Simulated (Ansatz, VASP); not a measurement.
## Two plane-wave programs on MgO

```
CELL_PARAMETERS angstrom
2.98187 0.00000 0.00000
1.49093 2.58237 0.00000
1.49093 0.86079 2.43469
ATOMIC_POSITIONS crystal
Mg 0.00000 0.00000 0.00000
O 0.50000 0.50000 0.50000
```

Alike in both runs: task single point; functional PBE; k mesh 7 × 7 × 7; no spin polarisation.

|  | VASP | Ansatz |
| --- | --- | --- |
| version | VASP 6.6.1 | Ansatz 0.2.0 |
| potentials or method | VASP PAW PBE potentials, release 64 (Mg, O) | plane waves, PAW |
| plane-wave cutoff (eV) | 600 | 420 |
| occupations | gaussian, width 0.01 eV | fixed |
| valence electrons in the cell | 8 | 16 |

```tsv
	VASP	Ansatz	Ansatz less VASP
gap on the k mesh at the Fermi level (eV)	4.69	4.71	+0.016
```

VASP's potentials hold 8 valence electrons a cell and Ansatz's 16, so a difference there can come from the potentials and not from the codes.
